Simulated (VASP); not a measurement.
# BiBrO: single point with LDA

Crystal: BiBrO.

```
CELL_PARAMETERS angstrom
3.88262 0.00000 0.00000
0.00000 3.88262 0.00000
0.00000 0.00000 7.62390
ATOMIC_POSITIONS crystal
Bi 0.00000 0.50000 0.15756
Bi 0.50000 0.00000 0.84244
Br 0.00000 0.50000 0.65172
Br 0.50000 0.00000 0.34828
O 0.00000 0.00000 0.00000
O 0.50000 0.50000 0.00000
```

```yaml
Program: VASP 6.6.1
Task: single point
Functional: LDA
Potentials_or_basis: VASP PAW LDA potentials, release 64 (Bi_d, Br, O)
Cutoff: 520 eV
k_mesh: 8 × 8 × 4
Occupations: gaussian, width 0.05 eV
Spin: no spin polarisation
Dipole_correction: no
Further_INCAR_settings: ALGO = Normal; EDIFF = 1e-06; NBANDS = 37
```

```yaml
Pressure: 3.4 GPa
Largest_force: 0.663 eV/Å
Band_gap_on_the_k_mesh: 1.92 eV (least direct gap 2.09 eV)
```

Forces in eV/Å, atoms in the order of the input:
```
Bi   0.000  0.000  0.663
Bi   0.000  0.000 -0.663
Br   0.000  0.000 -0.175
Br   0.000  0.000  0.175
O    0.000  0.000  0.000
O    0.000  0.000  0.000
```

Stress tensor (GPa, compression positive):
```
3.05 0.00 0.00
0.00 3.05 0.00
0.00 0.00 3.99
```

Levels at points of the mesh, in eV from the valence-band top:
| k point | band 24 | band 25 | band 26 | band 27 | band 28 | band 29 | band 30 | band 31 | band 32 | band 33 |
| --- | --- | --- | --- | --- | --- | --- | --- | --- | --- | --- |
| (0.00, 0.00, 0.00) | -1.37 | -1.24 | -1.04 | -1.04 | -0.94 | 2.40 | 3.34 | 5.12 | 5.12 | 6.37 |
| (0.50, 0.00, 0.00) | -1.14 | -0.80 | -0.80 | -0.13 | -0.13 | 4.40 | 4.40 | 4.79 | 4.79 | 5.45 |
| (0.50, 0.50, 0.00) | -1.30 | -1.17 | -1.17 | -0.83 | -0.83 | 3.53 | 3.53 | 5.26 | 5.26 | 6.74 |
| (0.00, 0.00, 0.50) | -1.64 | -0.85 | -0.61 | -0.61 | -0.17 | 1.92 | 2.33 | 4.91 | 4.91 | 6.73 |
| (0.50, 0.00, 0.50) | -0.96 | -0.82 | -0.82 | -0.05 | -0.05 | 4.16 | 4.16 | 4.88 | 4.88 | 5.18 |
| (0.50, 0.50, 0.50) | -2.19 | -1.42 | -1.42 | -1.30 | -1.30 | 4.41 | 4.41 | 5.47 | 5.47 | 6.00 |

Wall time 2 min on 1 thread of Intel(R) Xeon(R) Platinum 8488C (Sapphire Rapids), with other jobs on the host, peak memory 0.29 GiB.

Caveat: the cell stands under pressure; spin-orbit coupling is left out, which moves the levels of the heavy elements. A k mesh can miss the band edges.
